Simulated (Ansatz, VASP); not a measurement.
# MgO: VASP beside Ansatz

POSCAR

```
MgO
1.0
    0.0000000000      2.4174249880      2.1021086852
    2.1021086852      0.0000000000      2.1021086852
    2.1021086852      2.4174249880      0.0000000000
Mg O
1 1
Direct
    0.0000000000      0.0000000000      0.0000000000
    0.5000000000      0.5000000000      0.5000000000
```

INCAR.step1

```
  ALGO = Normal
  EDIFF = 1E-4
  ENCUT = 520
  GGA = PE
  ISMEAR = 0
  LASPH = True
  LCHARG = False
  LREAL = False
  LWAVE = True
  NBANDS = 11
  NELM = 80
  PREC = Accurate
  SIGMA = 0.05
```

The input INCAR.step2:

```
  ALGO = Normal
  EDIFF = 1E-7
  ENCUT = 520
  ISIF = 2
  ISMEAR = 0
  ISTART = 1
  LASPH = True
  LCHARG = True
  LELF = True
  LMIXTAU = True
  LREAL = False
  LVHAR = True
  LWAVE = False
  METAGGA = R2SCAN
  NBANDS = 11
  NELM = 80
  PREC = Accurate
  SIGMA = 0.05
```

KPOINTS

```
k-points
0
Gamma
  10 10 10
```

Input for Ansatz:

```yaml
crystal:
  lattice:
    - [0.0, 2.417424988, 2.1021086852]
    - [2.1021086852, 0.0, 2.1021086852]
    - [2.1021086852, 2.417424988, 0.0]
  atoms:
    - { symbol: Mg, position: [0.0, 0.0, 0.0] }
    - { symbol: O, position: [0.5, 0.5, 0.5] }
basis:
  ecutwfc: 500
kpoints:
  mp_grid: { grid: [10, 10, 10] }
hamiltonian:
  xc: r2scan
scf:
  occupations: { method: gaussian, width: 0.05 }
output:
  forces: true
  stress: true
  eigenvalues: true
```

Change from the starting cell: strain +0.1500 x Voigt [0, 1, 0, 0, 0, 0], atoms carried along.

Alike in both runs: task single point; functional r2SCAN; k mesh 10 × 10 × 10; occupations gaussian, width 0.05 eV; no spin polarisation.

|  | VASP | Ansatz |
| --- | --- | --- |
| version | VASP 6.6.1 | Ansatz 0.2.0 |
| potentials or method | VASP PAW PBE potentials, release 64 (Mg, O), cutoff 520 eV | scalar-relativistic, plane waves, PAW |
| valence electrons in the cell | 8 | 16 |

|  | VASP | Ansatz | Ansatz less VASP |
| --- | --- | --- | --- |
| gap on the k mesh at the Fermi level (eV) | 4.18 | 4.21 | +0.028 |
| least direct gap on the mesh (eV) | 4.18 | 4.21 | +0.028 |
| pressure (GPa) | -14.3 | -13.4 | +0.95 |
| traceless stress, the component that is largest in VASP (GPa) | -5.52 | -5.79 | -0.270 |

VASP's potentials were made for PBE, not for r2SCAN. VASP's potentials hold 8 valence electrons a cell and Ansatz's 16, so a difference there can come from the potentials and not from the codes.
